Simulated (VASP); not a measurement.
# Zn (Pm-3m) in VASP: further runs

Runs on Zn. Level: PBE. Tasks: single point.

Everything below comes from runs of VASP 6.6.1. Logs are shortened: lines on timing, memory, paths and dates and some standing lists are left out, and cuts for length are marked.

### 1 The cell of the first run

It takes space group Pm-3m (No. 221, cubic). The conventional cell has a = 2.218 Å, b = 2.218 Å, c = 2.218 Å, α = 90.00°, β = 90.00°, γ = 90.00°. Zn (site symmetry m-3m) has 6 Zn at 2.22 Å within 2.9 Å.

### 2 Single point, PBE (volume scaled by 0.6)

The input, INCAR:

```
PREC = Accurate
ENCUT = 520
EDIFF = 1E-6
ISMEAR = -1
SIGMA = 0.08
LREAL = F
LASPH = T
NELM = 100
ALGO = Normal
ISIF = 2
LWAVE = F
LCHARG = T
GGA = PE
LELF = T
LVHAR = T
NBANDS = 12
```

The input, KPOINTS:

```
regular mesh
0
Gamma
  17 17 17
```

The input, POSCAR:

```
Zn
1.0
    2.2178004551      0.0000000000      0.0000000000
    0.0000000000      2.2178004551      0.0000000000
    0.0000000000      0.0000000000      2.2178004551
Zn
1
Direct
    0.0000000000      0.0000000000      0.0000000000
```

Potentials or basis: VASP PAW PBE potentials, release 64 (Zn).

Run with:

```sh
> cat potpaw_PBE.64/Zn/POTCAR > POTCAR
> mpirun -np 1 vasp_std > vasp.out
```

OUTCAR:

```text
PREC = Accurate
   ENCUT = 520
   EDIFF = 1E-6
   ISMEAR = -1
   LREAL = F
   LASPH = T
   NELM = 100
   ISIF = 2
   GGA = PE

 ion  position               nearest neighbor table
   1  0.000  0.000  0.000-

  LATTYP: Found a simple cubic cell.
 ALAT       =     2.2178004551

  Lattice vectors:

 A1 = (   2.2178004551,   0.0000000000,   0.0000000000)
 A2 = (   0.0000000000,   2.2178004551,   0.0000000000)
 A3 = (   0.0000000000,   0.0000000000,   2.2178004551)

Analysis of symmetry for initial positions (statically):
=====================================================================
 Subroutine PRICEL returns:
 Original cell was already a primitive cell.

 Routine SETGRP: Setting up the symmetry group for a
 simple cubic supercell.

 Subroutine GETGRP returns: Found 48 space group operations
 (whereof 48 operations were pure point group operations)
 out of a pool of 48 trial point group operations.

The static configuration has the point symmetry O_h .

Analysis of symmetry for dynamics (positions and initial velocities):
=====================================================================
 Subroutine PRICEL returns:
 Original cell was already a primitive cell.

 Routine SETGRP: Setting up the symmetry group for a
 simple cubic supercell.

 Subroutine GETGRP returns: Found 48 space group operations
 (whereof 48 operations were pure point group operations)
 out of a pool of 48 trial point group operations.

The dynamic configuration has the point symmetry O_h .

 Subroutine INISYM returns: Found 48 space group operations
 (whereof 48 operations are pure point group operations),
 and found     1 'primitive' translations

----------------------------------------------------------------------------------------

                                     Primitive cell

  volume of cell :      10.9086

  direct lattice vectors                    reciprocal lattice vectors
     2.217800455  0.000000000  0.000000000     0.450897193  0.000000000  0.000000000
     0.000000000  2.217800455  0.000000000     0.000000000  0.450897193  0.000000000
     0.000000000  0.000000000  2.217800455     0.000000000  0.000000000  0.450897193

  length of vectors
     2.217800455  2.217800455  2.217800455     0.450897193  0.450897193  0.450897193

  position of ions in fractional coordinates (direct lattice)
     0.000000000  0.000000000  0.000000000

  ion indices of the primitive-cell ions
   primitive index   ion index
                 1           1

----------------------------------------------------------------------------------------

 KPOINTS: regular mesh

Automatic generation of k-mesh.
 Grid dimensions read from file:
 generate k-points for:   17   17   17

 Generating k-lattice:

  Cartesian coordinates                     Fractional coordinates (reciprocal lattice)
     0.026523364  0.000000000  0.000000000     0.058823529  0.000000000  0.000000000
     0.000000000  0.026523364  0.000000000     0.000000000  0.058823529  0.000000000
     0.000000000  0.000000000  0.026523364     0.000000000  0.000000000  0.058823529

  Length of vectors
     0.026523364  0.026523364  0.026523364

  Shift w.r.t. Gamma in fractional coordinates (k-lattice)
     0.000000000  0.000000000  0.000000000

 Subroutine IBZKPT returns following result:
 ===========================================

 Found    165 irreducible k-points:

 Following reciprocal coordinates:
            Coordinates               Weight
  0.000000  0.000000  0.000000      1.000000
  0.058824  0.000000  0.000000      6.000000
  0.117647  0.000000  0.000000      6.000000
  0.176471  0.000000  0.000000      6.000000
  0.235294  0.000000  0.000000      6.000000
  0.294118  0.000000  0.000000      6.000000
[... 16 lines left out ...]
  0.411765  0.117647  0.000000     24.000000
  0.470588  0.117647  0.000000     24.000000
 [... further k-points ...]
   k-points           NKPTS =    165   k-points in BZ     NKDIM =    165   number of bands    NBANDS=     12
   number of dos      NEDOS =    301   number of ions     NIONS =      1
   total plane-waves  NPLWV =   4096
   dimension x,y,z NGX =    16 NGY =   16 NGZ =   16
   dimension x,y,z NGXF=    32 NGYF=   32 NGZF=   32
   ions per type =               1
   NGX,Y,Z   is equivalent  to a cutoff of  11.99, 11.99, 11.99 a.u.
   NGXF,Y,Z  is equivalent  to a cutoff of  23.99, 23.99, 23.99 a.u.
 SYSTEM =  unknown system
   PREC   = accura    normal or accurate (medium, high low for compatibility)
   ISTART =      0    job   : 0-new  1-cont  2-samecut
   ICHARG =      2    charge: 1-file 2-atom 10-const
   ISPIN  =      1    spin polarized calculation?
   LNONCOLLINEAR =      F non collinear calculations
   LSORBIT =      F    spin-orbit coupling
   LASPH  =      T    aspherical Exc in radial PAW
   ENCUT  =  520.0 eV  38.22 Ry    6.18 a.u.   4.12  4.12  4.12*2*pi/ulx,y,z
   NELM   =    100;   NELMIN=  2; NELMDL= -5     # of ELM steps
   EDIFF  = 0.1E-05   stopping-criterion for ELM
   LREAL  =      F    real-space projection
   EDIFFG = 0.1E-04   stopping-criterion for IOM
   NSW    =      0    number of steps for IOM
   IBRION =     -1    ionic relax: 0-MD 1-quasi-New 2-CG
   NFREE  =      0    steps in history (QN), initial steepest desc. (CG)
   ISIF   =      2    stress and relaxation
   ISYM   =      2    0-nonsym 1-usesym 2-fastsym
   POTIM  = 0.5000    time-step for ionic-motion
   TEBEG  =    0.0;   TEEND  =   0.0 temperature during run
   PSTRESS=    0.0 pullay stress
   NELECT =      12.0000    total number of electrons
   NUPDOWN=      -1.0000    fix difference up-down
   EMIN   =  10.00;   EMAX   =-10.00  energy-range for DOS
   EFERMI =   0.00;   METHOD = LEGACY
   ISMEAR =    -1;   SIGMA  =   0.08  broadening in eV -4-tet -1-fermi 0-gaus
   EFERMI_NEDOS =   21; number of points for ismear=-14 and -15
   IALGO  =     38    algorithm
   IMIX   =      4    mixing-type and parameters
     AMIX     =   0.40;   BMIX     =  1.00
     AMIX_MAG =   1.60;   BMIX_MAG =  1.00
  volume/ion in A,a.u.               =      10.91        73.61
  Fermi-wavevector in a.u.,A,eV,Ry     =   1.689972  3.193584 38.858300  2.856005
  Thomas-Fermi vector in A             =   2.772002
   LORBIT       =      0    0 simple, 1 ext, 2 COOP (PROOUT), +10 PAW based schemes
   GGA     = PE    functional components
   LHFCALC =     F    Hartree Fock is set to
   AEXX    =    0.0000 exact exchange contribution
   IVDW    =     0    specifies the selected vdW correction
   LEPSILON=     F    determine dielectric tensor
   LRPA    =     F    only Hartree local field effects (RPA)
 non-spin polarized calculation
  energy-cutoff  :      520.00
  volume of cell :       10.91
 maximum number of plane-waves:       305
   NGX =  9   NGY =  9   NGZ =  9

 number of electron      11.9999962 magnetization

 Free energy of the ion-electron system (eV)
  ---------------------------------------------------
  ext. energy  EPLUGINS =         0.00000000
  ---------------------------------------------------
  free energy    TOTEN  =         0.36175597 eV

  energy without entropy =        0.36697455  energy(sigma->0) =        0.36436526

 E-fermi :   5.8556     XC(G=0): -13.3406

 val. band max:        5.7753182032   @ k =   0.4706   0.2941   0.1176
 cond. band min:       5.9447236380   @ k =   0.4118   0.4118   0.2353
 fundamental gap:      0.1694054348
 Fermi energy:         5.8555849126

 k-point     1 :       0.0000    0.0000    0.0000
  band No.  band energies     occupation
      1      -7.4547      2.00000
      2      -4.5775      2.00000
      3      -4.5775      2.00000
      4      -1.7925      2.00000
      5      -1.7925      2.00000
      6      -1.7925      2.00000
      7      22.7627      0.00000
      8      22.7627      0.00000
      9      22.7627      0.00000
     10      26.2580      0.00000
     11      26.2580      0.00000
     12      31.4881      0.00000

 k-point     2 :       0.0588    0.0000    0.0000
  band No.  band energies     occupation
      1      -7.3438      2.00000
      2      -4.5664      2.00000
      3      -4.5325      2.00000
      4      -1.8227      2.00000
      5      -1.8227      2.00000
      6      -1.7900      2.00000
      7      20.9521      0.00000
      8      22.9038      0.00000
      9      22.9038      0.00000
     10      26.3168      0.00000
     11      27.6782      0.00000
     12      32.1046      0.00000

 k-point     3 :       0.1176    0.0000    0.0000
  band No.  band energies     occupation
      1      -7.0188      2.00000
      2      -4.5346      2.00000
      3      -4.3959      2.00000
      4      -1.9086      2.00000
      5      -1.9086      2.00000
      6      -1.7829      2.00000
      7      18.0927      0.00000
      8      23.3226      0.00000
      9      23.3226      0.00000
     10      26.4933      0.00000
     11      29.0312      0.00000
     12      34.2816      0.00000

 k-point     4 :       0.1765    0.0000    0.0000
  band No.  band energies     occupation
      1      -6.5064      2.00000
      2      -4.4862      2.00000
      3      -4.1579      2.00000
      4      -2.0368      2.00000
      5      -2.0368      2.00000
      6      -1.7721      2.00000
      7      15.2132      0.00000
      8      24.0061      0.00000
      9      24.0061      0.00000
     10      26.7888      0.00000
     11      29.6705      0.00000
     12      37.6115      0.00000

 k-point     5 :       0.2353    0.0000    0.0000
  band No.  band energies     occupation
      1      -5.8708      2.00000
      2      -4.4275      2.00000
      3      -3.7822      2.00000
      4      -2.1882      2.00000
      5      -2.1882      2.00000
      6      -1.7591      2.00000
      7      12.4559      0.00000
      8      24.9350      0.00000
      9      24.9350      0.00000
     10      27.2063      0.00000
     11      30.1006      0.00000
     12      40.2947      0.00000

 k-point     6 :       0.2941    0.0000    0.0000
  band No.  band energies     occupation
      1      -5.2404      2.00000
      2      -4.3663      2.00000
      3      -3.1789      2.00000
      4      -2.3416      2.00000
      5      -2.3416      2.00000
      6      -1.7456      2.00000
      7       9.8668      0.00000
      8      26.0849      0.00000
      9      26.0849      0.00000
     10      27.7442      0.00000
     11      30.4871      0.00000
     12      38.1433      0.00000

 k-point     7 :       0.3529    0.0000    0.0000
  band No.  band energies     occupation
      1      -4.7624      2.00000
      2      -4.3108      2.00000
      3      -2.4767      2.00000
      4      -2.4767      2.00000
      5      -2.2529      2.00000
      6      -1.7334      2.00000
      7       7.4793      0.00000
      8      27.4230      0.00000
      9      27.4230      0.00000
     10      28.3874      0.00000
     11      30.8495      0.00000
     12      36.2731      0.00000

 k-point     8 :       0.4118    0.0000    0.0000
  band No.  band energies     occupation
      1      -4.4733      2.00000
      2      -4.2688      2.00000
      3      -2.5768      2.00000
      4      -2.5768      2.00000
      5      -1.7242      2.00000
      6      -1.0560      2.00000
      7       5.3563      1.99611
      8      28.8849      0.00000
      9      28.8849      0.00000
     10      29.0761      0.00000
     11      31.1516      0.00000
     12      34.7579      0.00000
[... 166 lines left out ...]
 k-point    20 :       0.2353    0.1176    0.0000
  band No.  band energies     occupation
      1      -5.4887      2.00000
      2      -4.2788      2.00000
      3      -3.7301      2.00000
      4      -2.2365      2.00000
      5      -2.1745      2.00000
      6      -1.8676      2.00000
      7      12.8312      0.00000
      8      20.0437      0.00000
      9      25.4823      0.00000
     10      28.7706      0.00000
     11      33.7201      0.00000
     12      36.5015      0.00000

 k-point    21 :       0.2941    0.1176    0.0000
  band No.  band energies     occupation
      1      -4.9209      2.00000
      2      -4.2036      2.00000
      3      -3.2828      2.00000
      4      -2.3253      2.00000
      5      -2.1827      2.00000
      6      -1.8524      2.00000
      7      10.2472      0.00000
      8      20.9998      0.00000
      9      26.6286      0.00000
     10      29.2982      0.00000
     11      32.4059      0.00000
     12      36.2287      0.00000

 k-point    22 :       0.3529    0.1176    0.0000
  band No.  band energies     occupation
      1      -4.5166      2.00000
      2      -4.1186      2.00000
      3      -3.0505      2.00000
      4      -2.4583      2.00000
      5      -1.8385      2.00000
      6      -1.5663      2.00000
      7       7.8468      0.00000
      8      22.1478      0.00000
      9      27.9671      0.00000
     10      29.8850      0.00000
     11      30.4623      0.00000
     12      36.5445      0.00000

 k-point    23 :       0.4118    0.1176    0.0000
  band No.  band energies     occupation
      1      -4.3010      2.00000
      2      -4.0147      2.00000
      3      -3.0670      2.00000
      4      -2.5569      2.00000
      5      -1.8281      2.00000
      6      -0.4005      2.00000
      7       5.6821      1.79469
      8      23.4745      0.00000
      9      28.4996      0.00000
     10      29.4418      0.00000
     11      30.4780      0.00000
     12      35.9139      0.00000

 k-point    24 :       0.4706    0.1176    0.0000
  band No.  band energies     occupation
      1      -4.2230      2.00000
      2      -3.9290      2.00000
      3      -3.1133      2.00000
      4      -2.6093      2.00000
      5      -1.8224      2.00000
      6       0.8510      2.00000
      7       3.9696      2.00000
      8      24.9615      0.00000
      9      26.6865      0.00000
     10      30.8165      0.00000
     11      30.8807      0.00000
     12      34.1948      0.00000

 [... further k-points ...]
[... 5 lines left out ...]
  --------------------------------------------------------------------------------------
  -------------------------------------------------------------------------------------
  Total        6.1481406      6.1481406      6.1481406      0.0000000      0.0000000      0.0000000
  in kB      902.9983713    902.9983713    902.9983713      0.0000000      0.0000000      0.0000000
  external PRESSURE =     902.9983713 kB  Pullay stress =       0.0000000 kB

 VOLUME and BASIS-vectors are now :
 -----------------------------------------------------------------------------
  energy-cutoff  :      520.00
  volume of cell :       10.91
      direct lattice vectors                 reciprocal lattice vectors
     2.217800455  0.000000000  0.000000000     0.450897193  0.000000000  0.000000000
     0.000000000  2.217800455  0.000000000     0.000000000  0.450897193  0.000000000
     0.000000000  0.000000000  2.217800455     0.000000000  0.000000000  0.450897193

 POSITION                                       TOTAL-FORCE (eV/Angst)
 -----------------------------------------------------------------------------------
      0.00000      0.00000      0.00000         0.000000      0.000000      0.000000
 -----------------------------------------------------------------------------------
    total drift:                               -0.000000      0.000000      0.000000

  FREE ENERGIE OF THE ION-ELECTRON SYSTEM (eV)
  ---------------------------------------------------
  free  energy   TOTEN  =         0.3617559653 eV

  energy  without entropy=        0.3669745463  energy(sigma->0) =        0.36436526
```

Run time: 23 s. Hardware: 1 thread of AMD EPYC 7R13, shared host; peak memory 0.1 GiB.

What came out:

```
Free energy            : 0.3618 eV
Pressure               : 90.3 GPa
Band gap on the k mesh : zero (band 6 reaches 13.03 eV, above the bottom of band 7 at 3.76 eV)
```

(Part 1 of 2 ends here.)
